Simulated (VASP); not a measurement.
AgB2: single point with LDA

AgB2:

```
Ag B
1.0
     3.02680    0.00000    0.00000
    -1.51340    2.62129    0.00000
     0.00000    0.00000    4.06392
Ag B
1 2
Cartesian
  0.0000 0.0000 0.0000
  0.0000 1.7475 2.0320
  1.5134 0.8738 2.0320
```

```
Program             : VASP 6.6.1
Task                : single point
Functional          : LDA
Potentials or basis : VASP PAW LDA potentials, release 64 (Ag, B)
Cutoff              : 520 eV
k mesh              : 10 × 10 × 7
Occupations         : methfessel-paxton, width 0.1 eV
Spin                : no spin polarisation
```

- Pressure: -10.0 GPa

Stress tensor (GPa, compression positive):
```
-10.10   0.00   0.00
  0.00 -10.10   0.00
  0.00   0.00  -9.67
```

Levels at points of the mesh, in eV from the Fermi level:
```
           k point  band 4  band 5  band 6  band 7  band 8  band 9  band 10  band 11  band 12  band 13
(0.00, 0.00, 0.00)   -4.76   -3.84   -3.84   -3.75    1.25    1.26     1.26     7.47     7.47     9.48
(0.50, 0.00, 0.00)   -5.53   -4.11   -3.27   -2.63   -1.66    2.46     2.91     3.86     5.76     7.88
```

It took 9.9 s on 1 thread of Intel(R) Xeon(R) Platinum 8488C (Sapphire Rapids), with other jobs on the host, peak memory 0.15 GiB.
